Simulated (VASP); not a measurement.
# Ga (P1) in VASP: single point with PBE

Aim: the single point of Ga with PBE.

Program: VASP 6.6.1. These are calculated values, not measurements. Logs are shortened: lines on timing, memory, paths and dates and some standing lists are left out, and cuts for length are marked.

## Step 1: The cell of the first run

The typed cell holds 4 atoms: a = 2.764 Å, b = 5.402 Å, c = 5.335 Å, α = 90.49°, β = 84.54°, γ = 104.88°.

## Step 2: Single point, PBE

The input, INCAR:

```
ALGO = Fast
EDIFF = 1E-6
ENCUT = 520
GGA = PE
ISIF = 2
ISMEAR = 0
LASPH = True
LCHARG = True
LELF = True
LREAL = False
LVHAR = True
LWAVE = False
NBANDS = 34
NELM = 100
PREC = Accurate
SIGMA = 0.2
```

The input, KPOINTS:

```
k-points
0
Gamma
  8 4 4
```

The input, POSCAR:

```
Ga
1.0
   -0.3563239644      0.1275699940      2.7382002549
    5.3560998509     -0.0059856994     -0.7032433896
   -0.0058568527      5.3283586717      0.2635512022
Ga
4
Direct
    0.8986648679      0.2578263292      0.1849732701
    0.3939957293      0.2579572237      0.6848203675
    0.5988068456      0.7418288020      0.3145512452
    0.1085325572      0.7423876451      0.8156551171
```

Potentials or basis: VASP PAW PBE potentials, release 64 (Ga_d).

Started as:

```console
$ cat potpaw_PBE.64/Ga_d/POTCAR > POTCAR
$ mpirun -np 1 vasp_std > vasp.out
```

OUTCAR:

```text
EDIFF = 1E-6
   ENCUT = 520
   GGA = PE
   ISIF = 2
   ISMEAR = 0
   LASPH = True
   LREAL = False
   NELM = 100
   PREC = Accurate

 ion  position               nearest neighbor table
   1  0.899  0.258  0.185-   3 2.77   2 2.88   2 2.89
   2  0.394  0.258  0.685-   4 2.77   1 2.88   1 2.89
   3  0.599  0.742  0.315-   1 2.77   4 2.88   4 2.89
   4  0.109  0.742  0.816-   2 2.77   3 2.88   3 2.89

  LATTYP: Found a triclinic cell.
 ALAT       =     6.6638391717
 B/A-ratio  =     1.2351882133
 C/A-ratio  =     2.1466594634
 COS(alpha) =     0.0007380454
 COS(beta)  =     0.6395991556
 COS(gamma) =     0.7629509902

  Lattice vectors:

 A1 = (  -4.6434519221,  -0.2491542886,  -4.7731571202)
 A2 = (  -4.6493087748,   5.0792043831,  -4.5096059180)
 A3 = (  -4.2754142523, -11.0334416260,  -8.0384597795)

Analysis of symmetry for initial positions (statically):
=====================================================================
 Subroutine PRICEL returns:
 Original cell was already a primitive cell.

 Routine SETGRP: Setting up the symmetry group for a
 triclinic supercell.

 Subroutine GETGRP returns: Found  1 space group operations
 (whereof  1 operations were pure point group operations)
 out of a pool of  2 trial point group operations.

The static configuration has the point symmetry C_1 .

Analysis of symmetry for dynamics (positions and initial velocities):
=====================================================================
 Subroutine PRICEL returns:
 Original cell was already a primitive cell.

 Routine SETGRP: Setting up the symmetry group for a
 triclinic supercell.

 Subroutine GETGRP returns: Found  1 space group operations
 (whereof  1 operations were pure point group operations)
 out of a pool of  2 trial point group operations.

The dynamic configuration has the point symmetry C_1 .

 Subroutine INISYM returns: Found  1 space group operations
 (whereof  1 operations are pure point group operations),
 and found     1 'primitive' translations

----------------------------------------------------------------------------------------

                                     Primitive cell

  volume of cell :      76.6318

  direct lattice vectors                    reciprocal lattice vectors
    -0.356323964  0.127569994  2.738200255     0.048877286 -0.018366884  0.372419515
     5.356099851 -0.005985699 -0.703243390     0.189953618 -0.001016188  0.024766144
    -0.005856853  5.328358672  0.263551202    -0.000956818  0.188113647 -0.008888537

  length of vectors
     2.764232535  5.402073001  5.334875788     0.376061999  0.191564014  0.188325956

  position of ions in fractional coordinates (direct lattice)
     0.898664868  0.257826329  0.184973270
     0.393995729  0.257957224  0.684820368
     0.598806846  0.741828802  0.314551245
     0.108532557  0.742387645  0.815655117

  ion indices of the primitive-cell ions
   primitive index   ion index
                 1           1
                 2           2
                 3           3
                 4           4

----------------------------------------------------------------------------------------

 KPOINTS: k-points

Automatic generation of k-mesh.
 Grid dimensions read from file:
 generate k-points for:    8    4    4

 Generating k-lattice:

  Cartesian coordinates                     Fractional coordinates (reciprocal lattice)
     0.006109661 -0.002295860  0.046552439     0.125000000  0.000000000 -0.000000000
     0.047488404 -0.000254047  0.006191536     0.000000000  0.250000000  0.000000000
    -0.000239205  0.047028412 -0.002222134     0.000000000  0.000000000  0.250000000

  Length of vectors
     0.047007750  0.047891003  0.047081489

  Shift w.r.t. Gamma in fractional coordinates (k-lattice)
     0.000000000  0.000000000  0.000000000

 Subroutine IBZKPT returns following result:
 ===========================================

 Found     68 irreducible k-points:

 Following reciprocal coordinates:
            Coordinates               Weight
  0.000000  0.000000  0.000000      1.000000
  0.125000  0.000000  0.000000      2.000000
  0.250000  0.000000  0.000000      2.000000
  0.375000  0.000000  0.000000      2.000000
  0.500000  0.000000  0.000000      1.000000
  0.000000  0.250000  0.000000      2.000000
[... 16 lines left out ...]
  0.500000  0.000000  0.250000      2.000000
 -0.375000 -0.000000  0.250000      2.000000
 [... further k-points ...]
   k-points           NKPTS =     68   k-points in BZ     NKDIM =     68   number of bands    NBANDS=     34
   number of dos      NEDOS =    301   number of ions     NIONS =      4
   total plane-waves  NPLWV =  38400
   dimension x,y,z NGX =    24 NGY =   40 NGZ =   40
   dimension x,y,z NGXF=    48 NGYF=   80 NGZF=   80
   ions per type =               4
   NGX,Y,Z   is equivalent  to a cutoff of  14.43, 12.31, 12.46 a.u.
   NGXF,Y,Z  is equivalent  to a cutoff of  28.87, 24.62, 24.93 a.u.
 SYSTEM =  unknown system
   PREC   = accura    normal or accurate (medium, high low for compatibility)
   ISTART =      0    job   : 0-new  1-cont  2-samecut
   ICHARG =      2    charge: 1-file 2-atom 10-const
   ISPIN  =      1    spin polarized calculation?
   LNONCOLLINEAR =      F non collinear calculations
   LSORBIT =      F    spin-orbit coupling
   LASPH  =      T    aspherical Exc in radial PAW
   ENCUT  =  520.0 eV  38.22 Ry    6.18 a.u.   5.14 10.04  9.92*2*pi/ulx,y,z
   NELM   =    100;   NELMIN=  2; NELMDL= -5     # of ELM steps
   EDIFF  = 0.1E-05   stopping-criterion for ELM
   LREAL  =      F    real-space projection
   EDIFFG = 0.1E-04   stopping-criterion for IOM
   NSW    =      0    number of steps for IOM
   IBRION =     -1    ionic relax: 0-MD 1-quasi-New 2-CG
   NFREE  =      0    steps in history (QN), initial steepest desc. (CG)
   ISIF   =      2    stress and relaxation
   ISYM   =      2    0-nonsym 1-usesym 2-fastsym
   POTIM  = 0.5000    time-step for ionic-motion
   TEBEG  =    0.0;   TEEND  =   0.0 temperature during run
   PSTRESS=    0.0 pullay stress
   NELECT =      52.0000    total number of electrons
   NUPDOWN=      -1.0000    fix difference up-down
   EMIN   =  10.00;   EMAX   =-10.00  energy-range for DOS
   EFERMI =   0.00;   METHOD = LEGACY
   ISMEAR =     0;   SIGMA  =   0.20  broadening in eV -4-tet -1-fermi 0-gaus
   EFERMI_NEDOS =   21; number of points for ismear=-14 and -15
   IALGO  =     68    algorithm
   IMIX   =      4    mixing-type and parameters
     AMIX     =   0.40;   BMIX     =  1.00
     AMIX_MAG =   1.60;   BMIX_MAG =  1.00
  volume/ion in A,a.u.               =      19.16       129.28
  Fermi-wavevector in a.u.,A,eV,Ry     =   1.438598  2.718557 28.158145  2.069565
  Thomas-Fermi vector in A             =   2.557547
   LORBIT       =      0    0 simple, 1 ext, 2 COOP (PROOUT), +10 PAW based schemes
   GGA     = PE    functional components
   LHFCALC =     F    Hartree Fock is set to
   AEXX    =    0.0000 exact exchange contribution
   IVDW    =     0    specifies the selected vdW correction
   LEPSILON=     F    determine dielectric tensor
   LRPA    =     F    only Hartree local field effects (RPA)
 non-spin polarized calculation
 RMM-DIIS sequential band-by-band and
 Gauss-broadening in eV      SIGMA  =   0.20
  energy-cutoff  :      520.00
  volume of cell :       76.63
 maximum number of plane-waves:      2082
 NGX is ok and might be reduce to    24
   NGX = 11   NGY = 21   NGZ = 19

 number of electron      52.0000015 magnetization

 Free energy of the ion-electron system (eV)
  ---------------------------------------------------
  ext. energy  EPLUGINS =         0.00000000
  ---------------------------------------------------
  free energy    TOTEN  =       -11.64722257 eV

  energy without entropy =      -11.63020394  energy(sigma->0) =      -11.63871325

 E-fermi :   5.2608     XC(G=0): -10.9159

 val. band max:        5.2524159529   @ k =  -0.1250  -0.2500   0.2500
 cond. band min:       5.2835528986   @ k =  -0.3750   0.2500   0.5000
 fundamental gap:      0.0311369457
 Fermi energy:         5.2608216514

 k-point     1 :       0.0000    0.0000    0.0000
  band No.  band energies     occupation
      1      -9.7135      2.00000
      2      -9.7000      2.00000
      3      -9.6728      2.00000
      4      -9.6450      2.00000
      5      -9.6234      2.00000
      6      -9.6203      2.00000
[... 26 lines left out ...]
     33      15.3692      0.00000
     34      15.6157      0.00000

 k-point     2 :       0.1250    0.0000    0.0000
  band No.  band energies     occupation
      1      -9.6620      2.00000
      2      -9.6485      2.00000
      3      -9.6430      2.00000
      4      -9.6116      2.00000
      5      -9.5974      2.00000
      6      -9.5947      2.00000
[... 26 lines left out ...]
     33      14.8986      0.00000
     34      15.3835      0.00000

 k-point     3 :       0.2500    0.0000    0.0000
  band No.  band energies     occupation
      1      -9.6147      2.00000
      2      -9.6021      2.00000
      3      -9.5701      2.00000
      4      -9.5557      2.00000
      5      -9.5454      2.00000
      6      -9.5217      2.00000
[... 26 lines left out ...]
     33      11.8279      0.00000
     34      13.6028      0.00000

 k-point     4 :       0.3750    0.0000    0.0000
  band No.  band energies     occupation
      1      -9.6094      2.00000
      2      -9.6011      2.00000
      3      -9.5954      2.00000
      4      -9.5773      2.00000
      5      -9.5679      2.00000
      6      -9.5453      2.00000
[... 26 lines left out ...]
     33      10.3053      0.00000
     34      11.7364      0.00000

 k-point     5 :       0.5000    0.0000    0.0000
  band No.  band energies     occupation
      1      -9.6248      2.00000
      2      -9.6239      2.00000
      3      -9.6030      2.00000
      4      -9.6026      2.00000
      5      -9.5649      2.00000
      6      -9.5617      2.00000
[... 621 lines left out ...]
 k-point    22 :       0.3750    0.0000    0.2500
  band No.  band energies     occupation
      1      -9.6535      2.00000
      2      -9.6314      2.00000
      3      -9.6256      2.00000
      4      -9.6078      2.00000
      5      -9.5829      2.00000
      6      -9.5798      2.00000
[... 26 lines left out ...]
     33      12.3471      0.00000
     34      12.8491      0.00000

 k-point    23 :       0.5000    0.0000    0.2500
  band No.  band energies     occupation
      1      -9.6603      2.00000
      2      -9.6575      2.00000
      3      -9.6358      2.00000
      4      -9.6067      2.00000
      5      -9.6042      2.00000
      6      -9.5843      2.00000
[... 26 lines left out ...]
     33      10.4279      0.00000
     34      11.6126      0.00000

 k-point    24 :      -0.3750   -0.0000    0.2500
  band No.  band energies     occupation
      1      -9.6458      2.00000
      2      -9.6370      2.00000
      3      -9.5958      2.00000
      4      -9.5881      2.00000
      5      -9.5659      2.00000
      6      -9.5584      2.00000
[... 26 lines left out ...]
     33      10.3332      0.00000
     34      12.0206      0.00000

 [... further k-points ...]

------------------------ aborting loop because EDIFF is reached ----------------------------------------

  FORCE on cell =-STRESS in cart. coord.  units (eV):
  Direction    XX          YY          ZZ          XY          YZ          ZX
  --------------------------------------------------------------------------------------
  -------------------------------------------------------------------------------------
  Total        0.0356951      0.0634726      0.1220232     -0.0052583     -0.0076125     -0.0130699
  in kB        0.7462942      1.3270517      2.5511969     -0.1099374     -0.1591579     -0.2732595
  external PRESSURE =       1.5415143 kB  Pullay stress =       0.0000000 kB

 VOLUME and BASIS-vectors are now :
 -----------------------------------------------------------------------------
  energy-cutoff  :      520.00
  volume of cell :       76.63
      direct lattice vectors                 reciprocal lattice vectors
    -0.356323964  0.127569994  2.738200255     0.048877286 -0.018366884  0.372419515
     5.356099851 -0.005985699 -0.703243390     0.189953618 -0.001016188  0.024766144
    -0.005856853  5.328358672  0.263551202    -0.000956818  0.188113647 -0.008888537

 POSITION                                       TOTAL-FORCE (eV/Angst)
 -----------------------------------------------------------------------------------
      1.05964      1.09870      2.32816         0.001312      0.004885      0.000054
      1.23724      3.69769      1.07792         0.003410     -0.004355      0.004815
      3.75810      1.74799      1.20087        -0.001129      0.002564     -0.000893
      3.93285      4.35550     -0.00993        -0.003593     -0.003094     -0.003976
 -----------------------------------------------------------------------------------
    total drift:                                0.000213     -0.000047      0.000001

  FREE ENERGIE OF THE ION-ELECTRON SYSTEM (eV)
  ---------------------------------------------------
  free  energy   TOTEN  =       -11.6472225656 eV

  energy  without entropy=      -11.6302039403  energy(sigma->0) =      -11.63871325
```

Run time: 4.1 min. Hardware: 1 thread of Intel Xeon 8259CL, shared host; peak memory 0.27 GiB.

Results:

```
Free energy            : -11.6472 eV
Pressure               : 0.2 GPa
Largest force          : 0.007 eV/Å
Band gap on the k mesh : zero (bands 26 and 27 overlap by 3.98 eV)
```

Forces on the atoms (eV/Å):
```
Ga   0.001  0.005  0.000
Ga   0.003 -0.004  0.005
Ga  -0.001  0.003 -0.001
Ga  -0.004 -0.003 -0.004
```
